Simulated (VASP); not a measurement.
# Co (Cmce) in VASP: relaxation of cell and atoms with PBE

Aim: the relaxation of cell and atoms of Co with PBE.

Everything below comes from runs of VASP 6.6.1. Logs are shortened: lines on timing, memory, paths and dates and some standing lists are left out, and cuts for length are marked.

## Step 1: The cell of the first run

Symmetry: Cmce, No. 64, orthorhombic system. The conventional cell has a = 2.785 Å, b = 8.835 Å, c = 3.686 Å, α = 90.00°, β = 90.00°, γ = 90.00°. Within 2.4 Å of Co (site symmetry m) lie 3 Co at 1.82 to 1.85 Å.

## Step 2: Relaxation of cell and atoms, PBE, collinear spin, ferromagnetic start

The input, INCAR:

```
SYSTEM = Co
PREC = Accurate
ENCUT = 600
EDIFF = 1E-6
ISMEAR = 0
SIGMA = 0.1
LREAL = .False.
LASPH = .True.
NELM = 150
ALGO = Normal
ISIF = 3
LWAVE = .False.
LCHARG = .False.
ISPIN = 2
MAGMOM = 0.88 0.88 0.88 0.88
LORBIT = 11
LMAXMIX = 4
GGA = PE
IBRION = 2
NSW = 90
EDIFFG = -0.04
```

The input, KPOINTS:

```
Automatic mesh
0
Gamma
  6 6 6
  0 0 0
```

The input, POSCAR:

```
Co
1.0
    1.3926417893     -4.4177458573      0.0000000000
    1.3926417893      4.4177458573      0.0000000000
    0.0000000000      0.0000000000      3.6856622581
Co
4
Direct
    0.0980000000      0.9020000000      0.9100000000
    0.5980000000      0.4020000000      0.5900000000
    0.9020000000      0.0980000000      0.0900000000
    0.4020000000      0.5980000000      0.4100000000
```

Potentials or basis: VASP PAW PBE potentials, release 64 (Co).

Launch:

```sh
$ cat potpaw_PBE.64/Co/POTCAR > POTCAR
$ mpirun -np 1 vasp_std > vasp.out
```

OUTCAR:

```text
SYSTEM = Co
   PREC = Accurate
   ENCUT = 600
   EDIFF = 1E-6
   ISMEAR = 0
   LREAL = .False.
   LASPH = .True.
   NELM = 150
   ISIF = 3
   ISPIN = 2
   LORBIT = 11
   GGA = PE
   IBRION = 2
   NSW = 90
   EDIFFG = -0.04

 ion  position               nearest neighbor table
   1  0.098  0.902  0.910-   2 1.82   2 1.82   3 1.85   2 2.87   2 2.87   4 2.89   4 2.89   4 2.89
                             4 2.89   3 3.10   3 3.10
   2  0.598  0.402  0.590-   1 1.82   1 1.82   4 1.85   1 2.87   1 2.87   3 2.89   3 2.89   3 2.89
                             3 2.89   4 3.10   4 3.10
   3  0.902  0.098  0.090-   4 1.82   4 1.82   1 1.85   4 2.87   4 2.87   2 2.89   2 2.89   2 2.89
                             2 2.89   1 3.10   1 3.10
   4  0.402  0.598  0.410-   3 1.82   3 1.82   2 1.85   3 2.87   3 2.87   1 2.89   1 2.89   1 2.89
                             1 2.89   2 3.10   2 3.10

  LATTYP: Found a base centered orthorhombic cell.
 ALAT       =     2.7852835786
 B/A-ratio  =     3.1722054381
 C/A-ratio  =     1.3232628399

  Lattice vectors:

 A1 = (   1.3926417893,  -4.4177458573,   0.0000000000)
 A2 = (   1.3926417893,   4.4177458573,   0.0000000000)
 A3 = (   0.0000000000,   0.0000000000,   3.6856622581)

Analysis of symmetry for initial positions (statically):
=====================================================================
 Subroutine PRICEL returns:
 Original cell was already a primitive cell.

 Routine SETGRP: Setting up the symmetry group for a
 base centered orthorhombic supercell.

 Subroutine GETGRP returns: Found  8 space group operations
 (whereof  4 operations were pure point group operations)
 out of a pool of  8 trial point group operations.

The static configuration has the point symmetry C_2h.
 The point group associated with its full space group is D_2h.

Analysis of symmetry for dynamics (positions and initial velocities):
=====================================================================
 Subroutine PRICEL returns:
 Original cell was already a primitive cell.

 Routine SETGRP: Setting up the symmetry group for a
 base centered orthorhombic supercell.

 Subroutine GETGRP returns: Found  8 space group operations
 (whereof  4 operations were pure point group operations)
 out of a pool of  8 trial point group operations.

The dynamic configuration has the point symmetry C_2h.
 The point group associated with its full space group is D_2h.

Analysis of structural, dynamic, and magnetic symmetry:
=====================================================================
 Subroutine PRICEL returns:
 Original cell was already a primitive cell.

 Routine SETGRP: Setting up the symmetry group for a
 base centered orthorhombic supercell.

 Subroutine GETGRP returns: Found  8 space group operations
 (whereof  4 operations were pure point group operations)
 out of a pool of  8 trial point group operations.

The overall configuration has the point symmetry C_2h.
 The point group associated with its full space group is D_2h.

 Subroutine INISYM returns: Found  8 space group operations
 (whereof  4 operations are pure point group operations),
 and found     1 'primitive' translations

----------------------------------------------------------------------------------------

                                     Primitive cell

  volume of cell :      45.3509

  direct lattice vectors                    reciprocal lattice vectors
     1.392641789 -4.417745857  0.000000000     0.359029870 -0.113179892  0.000000000
     1.392641789  4.417745857  0.000000000     0.359029870  0.113179892  0.000000000
     0.000000000  0.000000000  3.685662258     0.000000000  0.000000000  0.271321659

  length of vectors
     4.632054578  4.632054578  3.685662258     0.376446723  0.376446723  0.271321659

  position of ions in fractional coordinates (direct lattice)
     0.098000000  0.902000000  0.910000000
     0.598000000  0.402000000  0.590000000
     0.902000000  0.098000000  0.090000000
     0.402000000  0.598000000  0.410000000

  ion indices of the primitive-cell ions
   primitive index   ion index
                 1           1
                 2           2
                 3           3
                 4           4

----------------------------------------------------------------------------------------

 KPOINTS: Automatic mesh

Automatic generation of k-mesh.
 Grid dimensions read from file:
 generate k-points for:    6    6    6

 Generating k-lattice:

  Cartesian coordinates                     Fractional coordinates (reciprocal lattice)
     0.059838312 -0.018863315  0.000000000     0.166666667 -0.000000000  0.000000000
     0.059838312  0.018863315  0.000000000    -0.000000000  0.166666667  0.000000000
     0.000000000  0.000000000  0.045220277     0.000000000  0.000000000  0.166666667

  Length of vectors
     0.062741121  0.062741121  0.045220277

  Shift w.r.t. Gamma in fractional coordinates (k-lattice)
     0.000000000  0.000000000  0.000000000

 Subroutine IBZKPT returns following result:
 ===========================================

 Found     52 irreducible k-points:

 Following reciprocal coordinates:
            Coordinates               Weight
  0.000000  0.000000  0.000000      1.000000
  0.166667 -0.000000  0.000000      4.000000
  0.333333 -0.000000  0.000000      4.000000
  0.500000  0.000000  0.000000      2.000000
  0.166667  0.166667  0.000000      2.000000
  0.333333  0.166667  0.000000      4.000000
[... 16 lines left out ...]
  0.333333  0.333333  0.166667      4.000000
  0.500000  0.333333  0.166667      8.000000
 [... further k-points ...]
   k-points           NKPTS =     52   k-points in BZ     NKDIM =     52   number of bands    NBANDS=     24
   number of dos      NEDOS =    301   number of ions     NIONS =      4
   total plane-waves  NPLWV =  48000
   dimension x,y,z NGX =    40 NGY =   40 NGZ =   30
   dimension x,y,z NGXF=    80 NGYF=   80 NGZF=   60
   ions per type =               4
   NGX,Y,Z   is equivalent  to a cutoff of  14.36, 14.36, 13.53 a.u.
   NGXF,Y,Z  is equivalent  to a cutoff of  28.71, 28.71, 27.06 a.u.
 SYSTEM =  Co
   PREC   = accura    normal or accurate (medium, high low for compatibility)
   ISTART =      0    job   : 0-new  1-cont  2-samecut
   ICHARG =      2    charge: 1-file 2-atom 10-const
   ISPIN  =      2    spin polarized calculation?
   LNONCOLLINEAR =      F non collinear calculations
   LSORBIT =      F    spin-orbit coupling
   LASPH  =      T    aspherical Exc in radial PAW
   ENCUT  =  600.0 eV  44.10 Ry    6.64 a.u.   9.25  9.25  7.36*2*pi/ulx,y,z
   NELM   =    150;   NELMIN=  2; NELMDL= -5     # of ELM steps
   EDIFF  = 0.1E-05   stopping-criterion for ELM
   LREAL  =      F    real-space projection
   EDIFFG = -.4E-01   stopping-criterion for IOM
   NSW    =     90    number of steps for IOM
   IBRION =      2    ionic relax: 0-MD 1-quasi-New 2-CG
   NFREE  =      1    steps in history (QN), initial steepest desc. (CG)
   ISIF   =      3    stress and relaxation
   ISYM   =      2    0-nonsym 1-usesym 2-fastsym
   POTIM  = 0.5000    time-step for ionic-motion
   TEBEG  =    0.0;   TEEND  =   0.0 temperature during run
   PSTRESS=    0.0 pullay stress
   NELECT =      36.0000    total number of electrons
   NUPDOWN=      -1.0000    fix difference up-down
   EMIN   =  10.00;   EMAX   =-10.00  energy-range for DOS
   EFERMI =   0.00;   METHOD = LEGACY
   ISMEAR =     0;   SIGMA  =   0.10  broadening in eV -4-tet -1-fermi 0-gaus
   EFERMI_NEDOS =   21; number of points for ismear=-14 and -15
   IALGO  =     38    algorithm
   IMIX   =      4    mixing-type and parameters
     AMIX     =   0.40;   BMIX     =  1.00
     AMIX_MAG =   1.60;   BMIX_MAG =  1.00
  volume/ion in A,a.u.               =      11.34        76.51
  Fermi-wavevector in a.u.,A,eV,Ry     =   1.515818  2.864481 31.262170  2.297705
  Thomas-Fermi vector in A             =   2.625291
   LORBIT       =     11    0 simple, 1 ext, 2 COOP (PROOUT), +10 PAW based schemes
   GGA     = PE    functional components
   LHFCALC =     F    Hartree Fock is set to
   AEXX    =    0.0000 exact exchange contribution
   IVDW    =     0    specifies the selected vdW correction
   LEPSILON=     F    determine dielectric tensor
   LRPA    =     F    only Hartree local field effects (RPA)
 conjugate gradient relaxation of ions
 spin polarized calculation
 Gauss-broadening in eV      SIGMA  =   0.10
  energy-cutoff  :      600.00
  volume of cell :       45.35
 maximum number of plane-waves:      1536
 NGX is ok and might be reduce to    40
   NGX = 19   NGY = 19   NGZ = 15

--------------------------------------- Ionic step        1  -------------------------------------------

 number of electron      36.0000001 magnetization       3.6895556

 Free energy of the ion-electron system (eV)
  ---------------------------------------------------
  ext. energy  EPLUGINS =         0.00000000
  ---------------------------------------------------
  free energy    TOTEN  =       -18.03298398 eV

  energy without entropy =      -18.00580287  energy(sigma->0) =      -18.01939343

------------------------ aborting loop because EDIFF is reached ----------------------------------------

  FORCE on cell =-STRESS in cart. coord.  units (eV):
  Direction    XX          YY          ZZ          XY          YZ          ZX
  --------------------------------------------------------------------------------------
  -------------------------------------------------------------------------------------
  Total       31.2172243     17.1900076     24.0440535      0.0000000      0.0000000      0.0000000
  in kB     1102.8569503    607.2967658    849.4397617      0.0000000      0.0000000      0.0000000
  external PRESSURE =     853.1978259 kB  Pullay stress =       0.0000000 kB
[... 27 lines left out ...]
 number of electron      36.0000017 magnetization       0.0710355

 number of electron      36.0000029 magnetization     -10.4878215

 number of electron      36.0000028 magnetization      -8.1503442

 E-fermi :   2.6124     XC(G=0):  -9.2785

 val. band max:        2.6072927922   @ k =   0.3333  -0.0000   0.3333
 cond. band min:       2.6189371969   @ k =   0.5000   0.3333   0.5000
 fundamental gap:      0.0116444047
 Fermi energy:         2.6123857420

 spin component 1

 k-point     1 :       0.0000    0.0000    0.0000
  band No.  band energies     occupation
      1      -2.6391      1.00000
      2       0.7732      1.00000
      3       1.0513      1.00000
      4       1.4810      1.00000
      5       1.6244      1.00000
      6       1.6830      1.00000
[... 1360 lines left out ...]
  FREE ENERGIE OF THE ION-ELECTRON SYSTEM (eV)
  ---------------------------------------------------
  free  energy   TOTEN  =       -24.5555849131 eV

  energy  without entropy=      -24.5225523001  energy(sigma->0) =      -24.53906861

 E-fermi :  10.0796     XC(G=0): -13.1888

 val. band max:       10.0704260904   @ k =   0.0000   0.0000   0.0000
 cond. band min:      10.0874369819   @ k =   0.1667  -0.0000   0.3333
 fundamental gap:      0.0170108915
 Fermi energy:        10.0795905667

 spin component 1

 k-point     1 :       0.0000    0.0000    0.0000
  band No.  band energies     occupation
      1       1.2229      1.00000
      2       5.6836      1.00000
      3       5.7231      1.00000
      4       6.1748      1.00000
      5       6.7238      1.00000
      6       7.3641      1.00000
[... 1289 lines left out ...]
     23      12.0030      0.00000
     24      12.9841      0.00000

 [... further k-points ...]

[... ionic steps 4 to 20 ...]

--------------------------------------- Ionic step       21  -------------------------------------------

 number of electron      35.9999992 magnetization      -6.9238487

------------------------ aborting loop because EDIFF is reached ----------------------------------------

  FORCE on cell =-STRESS in cart. coord.  units (eV):
  Direction    XX          YY          ZZ          XY          YZ          ZX
  --------------------------------------------------------------------------------------
  -------------------------------------------------------------------------------------
  Total       -0.0411347     -0.4419306     -0.9085140      0.0000000      0.0000000      0.0000000
  in kB       -1.4108301    -15.1572654    -31.1600712      0.0000000      0.0000000      0.0000000
  external PRESSURE =     -15.9093889 kB  Pullay stress =       0.0000000 kB
[... 61 lines left out ...]
  energy  without entropy=      -26.8477914829  energy(sigma->0) =      -26.86545181

--------------------------------------- Ionic step       23  -------------------------------------------

 number of electron      36.0000009 magnetization      -6.8812185

 Free energy of the ion-electron system (eV)
  ---------------------------------------------------
  ext. energy  EPLUGINS =         0.00000000
  ---------------------------------------------------
  free energy    TOTEN  =       -26.88438152 eV

  energy without entropy =      -26.84937580  energy(sigma->0) =      -26.86687866

 E-fermi :   9.5840     XC(G=0): -12.9899

 val. band max:        9.5815083268   @ k =   0.3333  -0.0000   0.3333
 cond. band min:       9.5856665052   @ k =   0.0000   0.0000   0.3333
 fundamental gap:      0.0041581784
 Fermi energy:         9.5840452181

 spin component 1

 k-point     1 :       0.0000    0.0000    0.0000
  band No.  band energies     occupation
      1       0.9031      1.00000
      2       5.4714      1.00000
      3       5.4821      1.00000
      4       5.9189      1.00000
      5       6.5249      1.00000
      6       7.1560      1.00000
[... 1322 lines left out ...]
  FREE ENERGIE OF THE ION-ELECTRON SYSTEM (eV)
  ---------------------------------------------------
  free  energy   TOTEN  =       -26.8843815231 eV

  energy  without entropy=      -26.8493758043  energy(sigma->0) =      -26.86687866

 reached required accuracy - stopping structural energy minimisation

 total charge

# of ion       s       p       d       tot
------------------------------------------
    1        0.486   0.477   7.261   8.225
    2        0.486   0.477   7.261   8.225
    3        0.486   0.477   7.261   8.225
    4        0.486   0.477   7.261   8.225
--------------------------------------------------
tot          1.943   1.910  29.046  32.898

 magnetization (x)

# of ion       s       p       d       tot
------------------------------------------
    1        0.004   0.030  -1.766  -1.733
    2        0.004   0.030  -1.766  -1.733
    3        0.004   0.030  -1.766  -1.733
    4        0.004   0.030  -1.766  -1.733
--------------------------------------------------
tot          0.016   0.118  -7.066  -6.931
```

Run time: 24 min. Hardware: 1 thread of Intel Xeon 6975P-C (Granite Rapids), shared host; peak memory 0.35 GiB.

What came out:

* Free energy: -26.8844 eV
* Relaxed volume: 11.56 Å³/atom
* Relaxed cell: a = 4.571 Å, b = 4.571 Å, c = 4.156 Å, α = 90.00°, β = 90.00°, γ = 147.82°
* Space group after relaxing (to 0.1 Å): Fmmm (No. 69)
* Energy gained by relaxing: 2212.8 meV/atom
* Ionic steps: 23
* Pressure after relaxing: 0.1 GPa
* Largest force after relaxing: 0.021 eV/Å
* Net moment: -6.88 μB per cell
* Site moments: Co -1.73 μB
* Valence electrons inside the program's atomic spheres: Co 8.22

Forces in eV/Å, atoms in the order of the input:
```
Co   0.000 -0.014  0.016
Co   0.000 -0.014 -0.016
Co   0.000  0.014 -0.016
Co   0.000  0.014  0.016
```

Stress tensor (GPa, compression positive):
```
 0.30  0.00  0.00
 0.00  0.11  0.00
 0.00  0.00 -0.08
```

The path:
```
step  energy change (eV)  largest force (eV/Å)  pressure (GPa)  volume (Å³)
   1              0.0000               10.4726           85.32        45.35
   2             -1.4433                0.4200          -22.14        97.22
   3             -6.5226                0.6662          -20.19        63.31
   4             -6.7234                1.0223          -16.70        60.97
   5             -6.8114                1.8592           -8.66        57.39
   6             -6.8208                1.6694          -10.52        58.08
   7             -7.7176                1.6135           -8.44        52.59
   8             -7.2059                2.5128           60.65        38.15
   9             -8.2228                1.5841           -0.87        48.20
  10             -8.4602                0.6539           17.62        42.99
  11             -8.4863                1.0167           11.17        44.32
  12             -8.6615                0.8786            3.47        46.36
  13             -8.7191                0.2642            4.45        45.65
  14             -8.7412                0.1352           -4.05        47.71
  15             -8.7496                0.0176           -1.24        46.98
  16             -8.7721                0.0411           -1.30        46.81
  17             -8.8421                0.0970            0.16        46.21
  18             -8.5431                0.2775            9.91        44.65
  19             -8.8475                0.1024            0.65        46.08
  20             -8.8484                0.1019            1.01        45.98
  21             -8.8458                0.0294           -1.59        46.71
  22             -8.8501                0.0721           -0.05        46.26
  23             -8.8514                0.0208            0.11        46.25
```

Final structure:
```
CELL_PARAMETERS angstrom
1.26676 -4.39220 0.00000
1.26676 4.39220 0.00000
0.00000 0.00000 4.15639
ATOMIC_POSITIONS crystal
Co 0.13411 0.86589 0.99961
Co 0.63411 0.36589 0.50039
Co 0.86589 0.13411 0.00039
Co 0.36589 0.63411 0.49961
```

Levels at points of the mesh, in eV from the Fermi level:
Spin up:
```
           k point  band 12  band 13  band 14  band 15  band 16  band 17  band 18  band 19
(0.00, 0.00, 0.00)    -0.52    -0.43    -0.38     0.02     0.20     0.27     0.33     0.69
(0.50, 0.00, 0.00)    -0.93    -0.60    -0.60    -0.04    -0.04     0.54     0.54     1.07
(0.50, 0.50, 0.00)    -0.84    -0.57    -0.50    -0.32     0.04     0.57     0.87     1.04
(0.00, 0.00, 0.50)    -0.71    -0.41    -0.41     0.00     0.00     0.02     0.02     0.51
(0.50, 0.00, 0.50)    -0.43     0.06     0.06     0.69     0.69     1.17     1.17     1.22
(0.50, 0.50, 0.50)    -0.87    -0.86    -0.86    -0.24    -0.24     0.20     0.20     0.70
```
Spin down:
| k point | band 20 | band 21 | band 22 | band 23 | band 24 |
| --- | --- | --- | --- | --- | --- |
| (0.00, 0.00, 0.00) | -0.61 | -0.53 | -0.42 | -0.35 | 4.41 |
| (0.50, 0.00, 0.00) | -0.74 | 1.07 | 1.07 | 4.13 | 4.13 |
| (0.50, 0.50, 0.00) | -0.65 | -0.63 | -0.49 | 2.68 | 3.65 |
| (0.00, 0.00, 0.50) | -1.70 | -1.33 | -1.33 | 2.98 | 2.98 |
| (0.50, 0.00, 0.50) | -0.66 | 1.06 | 1.06 | 2.99 | 2.99 |
| (0.50, 0.50, 0.50) | -1.20 | -1.17 | -1.17 | -0.75 | -0.75 |

Caveat: the k points lie up to 0.43 Å⁻¹ apart in the final cell; the highest band is partly filled, so the run has too few bands.
